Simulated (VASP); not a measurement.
Ag: single point with PBEsol

The system is Ag.

```
Ag
1.0
    -1.52320    1.52320    1.78811
     1.52320   -1.52320    1.78811
     1.52320    1.52320   -1.78811
Ag
1
Cartesian
  0.0000 0.0000 0.0000
```

This cell differs from its parent crystal: strain -0.080 along x and y, +0.080 along z.

```
Program                : VASP 6.6.1
Task                   : single point
Functional             : PBEsol
Potentials or basis    : VASP PAW PBE potentials, release 64 (Ag)
Cutoff                 : 520 eV
k mesh                 : 20 × 20 × 20
Occupations            : gaussian, width 0.15 eV
Spin                   : no spin polarisation
Dipole correction      : no
Further INCAR settings : ALGO = Normal; EDIFF = 1e-07; NBANDS = 12
```

```json
{
  "Pressure": "0.8 GPa"
}
```

Stress tensor (GPa, compression positive):
```
0.10 0.00 0.00
0.00 0.10 0.00
0.00 0.00 2.33
```

Levels at points of the mesh, in eV from the Fermi level:
| k point | band 3 | band 4 | band 5 | band 6 | band 7 | band 8 | band 9 | band 10 |
| --- | --- | --- | --- | --- | --- | --- | --- | --- |
| (0.00, 0.00, 0.00) | -5.09 | -4.42 | -4.09 | -3.38 | 16.62 | 18.89 | 18.89 | 22.00 |
| (0.50, 0.00, 0.00) | -4.22 | -3.24 | -2.64 | -0.42 | 3.92 | 14.37 | 16.12 | 21.49 |
| (0.50, 0.50, 0.00) | -3.14 | -3.14 | -2.46 | 0.54 | 5.47 | 11.96 | 12.50 | 18.81 |
| (0.50, 0.50, 0.50) | -2.90 | -2.69 | -2.69 | 4.09 | 8.61 | 8.61 | 10.31 | 15.36 |

It took 75 s on 1 thread of AMD EPYC 9R45 96-Core Processor (Zen 5), with other jobs on the host, peak memory 0.21 GiB.

Caveat: the cell differs from its parent crystal (strain -0.080 along x and y, +0.080 along z); the PAW data sets were made with another functional, which shifts forces and pressure a little.
